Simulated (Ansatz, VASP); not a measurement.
## Si in VASP and in Ansatz

```xyz
2
Lattice="0.0000 2.7136 2.7136 2.7136 0.0000 2.7136 2.7136 2.7136 0.0000" Properties=species:S:1:pos:R:3 pbc="T T T"
Si    4.0703    4.0703    4.0703
Si    2.7136    2.7136    2.7136
```

Alike in both runs: task relaxation of cell and atoms; functional PBE; k mesh 10 × 10 × 10; no spin polarisation.

|  | VASP | Ansatz |
| --- | --- | --- |
| version | VASP 6.6.1 | Ansatz 0.2.0 |
| potentials or method | VASP PAW PBE potentials, release 64 (Si) | scalar-relativistic, plane waves, PAW |
| plane-wave cutoff (eV) | 600 | 420 |
| occupations | gaussian, width 0.01 eV | fixed |
| valence electrons in the cell | 8 | 8 |

Ansatz gave:

| Quantity | Value |
| --- | --- |
| gap on the k mesh at the Fermi level, each at its own relaxed structure (eV) | 0.62 |
| relaxed volume (Å³/atom) | 20.45 |
| relaxed cell length with the largest relative difference (Å) | 3.868 |

Question: What did VASP give for the same quantities?

Answer: gap on the k mesh at the Fermi level, each at its own relaxed structure (eV): 0.62; relaxed volume (Å³/atom): 20.44; relaxed cell length with the largest relative difference (Å): 3.867.
